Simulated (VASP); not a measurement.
Set up this calculation in VASP 6.6.1, as the native input.

```
Task                   : single point
Functional             : PBE
Potentials or basis    : VASP PAW PBE potentials, release 64 (Mg, Cd, Se, S)
Cutoff                 : 520 eV
k mesh                 : 4 × 4 × 2
Occupations            : gaussian, width 0.1 eV
Spin                   : no spin polarisation
Dipole correction      : no
Further INCAR settings : ALGO = Normal; EDIFF = 1e-07; NBANDS = 31
```

The structure of MgCd2SeS2 lies in POSCAR:

```
MgCd2SeS2
1.0
    4.4522656400      0.0000000000      0.0000000000
    0.0000000000      4.4522656400      0.0000000000
    0.0000000000      0.0000000000      7.5411567300
Mg Cd Se S
1 2 1 2
Direct
    0.0000000000      0.0000000000      0.0000000000
    0.5000000000      0.0000000000      0.8327630200
    0.0000000000      0.5000000000      0.1672369800
    0.5000000000      0.5000000000      0.0000000000
    0.5000000000      0.0000000000      0.3183099900
    0.0000000000      0.5000000000      0.6816900100
```

The cell was built from a structure type or drawn by symmetry, and may not be a known phase.

One way to write it, as run:

INCAR

```
SYSTEM = MgCd2SeS2
ALGO     = Normal         ! electronic algorithm
EDIFF    = 1E-7           ! SCF threshold, eV
ENCUT    = 520            ! plane-wave cutoff, eV
GGA      = PE             ! functional
ISIF     = 2              ! what is computed and relaxed
ISMEAR   = 0              ! smearing method
LASPH    = .True.         ! aspherical terms in the spheres
LCHARG   = .False.        ! write CHGCAR
LREAL    = .False.        ! projectors in reciprocal space
LWAVE    = .False.        ! write WAVECAR
NBANDS   = 31             ! bands
NELM     = 100            ! most SCF steps
PREC     = Accurate       ! precision mode
SIGMA    = 0.1            ! smearing width, eV
```

KPOINTS

```
k-points
0
Gamma
  4 4 2
  0 0 0
```

Potentials or basis: VASP PAW PBE potentials, release 64 (Mg, Cd, Se, S).

Run with:

```sh
$ cat potpaw_PBE.64/Mg/POTCAR potpaw_PBE.64/Cd/POTCAR potpaw_PBE.64/Se/POTCAR potpaw_PBE.64/S/POTCAR > POTCAR
$ mpirun -np 1 vasp_std > vasp.out
```

Results of the run:

```json
{
  "Pressure": "4.5 GPa",
  "Largest force": "3.648 eV/Å",
  "Band gap on the k mesh": "zero (bands 22 and 23 overlap by 0.59 eV)"
}
```

Caveat: the k points lie up to 0.42 Å⁻¹ apart, too coarse for converged energies and pressures of a metal; semilocal functionals underestimate gaps, so a narrow gap can read as zero; forces of over 1 eV/Å act on the atoms, so gaps and moduli don't describe the material at rest.

Run time: 110 s on 1 thread of Intel Xeon 8259CL, with other jobs on the host, peak memory 0.29 GiB.
